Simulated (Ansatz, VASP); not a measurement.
# One calculation of NaTlS2, two programs

File INCAR:

```
  PREC = Accurate
  ENCUT = 520
  EDIFF = 1E-6
  ISMEAR = -1
  SIGMA = 0.02
  LREAL = False
  LASPH = True
  NELM = 80
  ALGO = Normal
  ISIF = 2
  LWAVE = False
  LCHARG = False
  GGA = PE
  NBANDS = 24
```

File KPOINTS:

```
Automatic mesh
0
Gamma
  6 6 4
```

Contents of POSCAR:

```
NaTlS2
1.0
    4.1044901769      0.0000000000      0.0000000000
    0.0000000000      4.1044901769      0.0000000000
    0.0000000000      0.0000000000      6.6389352700
Na S Tl
1 2 1
Direct
    0.0000000000      0.0000000000      0.0000000000
    0.0000000000      0.5000000000      0.2708669251
    0.5000000000      0.0000000000      0.7291330749
    0.5000000000      0.5000000000      0.5000000000
```

Input for Ansatz:

```yaml
crystal:
  lattice:
    - [4.1044901769, 0.0, 0.0]
    - [0.0, 4.1044901769, 0.0]
    - [0.0, 0.0, 6.63893527]
  atoms:
    - { symbol: Na, position: [0.0, 0.0, 0.0] }
    - { symbol: S, position: [0.0, 0.5, 0.2708669251] }
    - { symbol: Tl, position: [0.5, 0.5, 0.5] }
    - { symbol: S, position: [0.5, 0.0, 0.7291330749] }
kpoints:
  mp_grid: { grid: [6, 6, 4] }
  band_path:
    path:
      - [[0.0, 0.0, 0.0], [0.0, 0.5, 0.0], [0.5, 0.5, 4.583590449463e-33], [0.0, 0.0, 0.0], [-3.220806573086e-50, 0.0, 0.5], [-3.220806573086e-50, 0.5, 0.5], [0.5, 0.5, 0.5], [-3.220806573086e-50, 0.0, 0.5]]
      - [[0.0, 0.5, 0.0], [-3.220806573086e-50, 0.5, 0.5]]
      - [[0.5, 0.5, 4.583590449463e-33], [0.5, 0.5, 0.5]]
    npoints: 10
hamiltonian:
  xc: pbe
scf:
  occupations: { method: fermi_dirac, width: 0.02 }
  n_extra_bands: 5
output:
  forces: true
  stress: true
  eigenvalues: true
```

Alike in both runs: task single point; functional PBE; k mesh 6 × 6 × 4; occupations fermi-dirac, width 0.02 eV; no spin polarisation.

|  | VASP | Ansatz |
| --- | --- | --- |
| version | VASP 6.6.1 | Ansatz 0.2.0 |
| potentials or method | VASP PAW PBE potentials, release 64 (Na_pv, S, Tl_d) | plane waves, PAW |
| plane-wave cutoff (eV) | 520 | 420 |
| valence electrons in the cell | 32 | 34 |

VASP gave:

- gap on the k mesh at the Fermi level (eV): 0.81
- pressure (GPa): 1.2
- rms of the force components (eV/Å): 0.051

Problem. Estimate Ansatz's values.

Solution. gap on the k mesh at the Fermi level (eV): 0.80; pressure (GPa): 1.3; rms of the force components (eV/Å): 0.056.

The functional is the same, so the differences come from potentials, cutoffs and numerics. VASP's potentials hold 32 valence electrons a cell and Ansatz's 34, so a difference there can come from the potentials and not from the codes.

Spin-orbit coupling is off throughout.
